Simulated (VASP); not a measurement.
Set up this calculation in VASP 6.6.1, as the native input.

| Item | Value |
| --- | --- |
| Task | single point |
| Functional | r2SCAN |
| Potentials or basis | VASP PAW PBE potentials, release 64 (Ca_sv, O_h) |
| Cutoff | 1480 eV |
| k mesh | 8 × 8 × 8 |
| Occupations | gaussian, width 0.05 eV |
| Spin | no spin polarisation |
| Dipole correction | no |
| Further INCAR settings | ALGO = Normal; EDIFF = 1e-06; NBANDS = 15 |

The system is CaO.

```xyz
2
Lattice="0.0000 2.3813 2.3813 2.3813 0.0000 2.3813 2.3813 2.3813 0.0000" Properties=species:S:1:pos:R:3 pbc="T T T"
Ca    2.3813    2.3813    2.3813
O     0.0000    0.0000    0.0000
```

The input as run:

POSCAR

```
CaO
1.0
    0.0000000000      2.3813395374      2.3813395374
    2.3813395374      0.0000000000      2.3813395374
    2.3813395374      2.3813395374      0.0000000000
Ca O
1 1
Direct
    0.5000000000      0.5000000000      0.5000000000
    0.0000000000      0.0000000000      0.0000000000
```

INCAR.step1

```
PREC     = Accurate       # precision mode
ENCUT    = 1480           # plane-wave cutoff, eV
ISMEAR   = 0              # smearing method
SIGMA    = 0.05           # smearing width, eV
LREAL    = False          # projectors in reciprocal space
LASPH    = True           # aspherical terms in the spheres
NELM     = 120            # most SCF steps
NBANDS   = 15             # bands
GGA      = PE             # functional
ALGO     = Normal         # electronic algorithm
EDIFF    = 1E-5           # SCF threshold, eV
LWAVE    = True           # write WAVECAR
LCHARG   = False          # write CHGCAR
GGA_COMPAT= False
```

INCAR.step2

```
PREC     = Accurate       # precision mode
ENCUT    = 1480           # plane-wave cutoff, eV
EDIFF    = 1E-6           # SCF threshold, eV
ISMEAR   = 0              # smearing method
SIGMA    = 0.05           # smearing width, eV
LREAL    = False          # projectors in reciprocal space
LASPH    = True           # aspherical terms in the spheres
NELM     = 120            # most SCF steps
ALGO     = Normal         # electronic algorithm
ISIF     = 2              # what is computed and relaxed
LWAVE    = False          # write WAVECAR
LCHARG   = False          # write CHGCAR
METAGGA  = R2SCAN         # meta-GGA
LMIXTAU  = True         
NBANDS   = 15             # bands
ISTART   = 1            
GGA_COMPAT= False
```

KPOINTS

```
Automatic mesh
0
Gamma
  8 8 8
```

Potentials or basis: VASP PAW PBE potentials, release 64 (Ca_sv, O_h).

Launch:

```sh
$ cat potpaw_PBE.64/Ca_sv/POTCAR potpaw_PBE.64/O_h/POTCAR > POTCAR
$ cp INCAR.step1 INCAR
$ mpirun -np 1 vasp_std > vasp.out
$ cp INCAR.step2 INCAR
$ mpirun -np 1 vasp_std > vasp.out
```

It gave:

* Pressure: 3.5 GPa
* Band gap on the k mesh: 4.19 eV (least direct gap 4.55 eV)

Caveat: the cell stands under pressure; the PAW data sets were made with another functional, which shifts forces and pressure a little.

Wall time 99 s on 1 thread of Intel(R) Xeon(R) 6975P-C (Granite Rapids), on a shared host, peak memory 0.33 GiB.
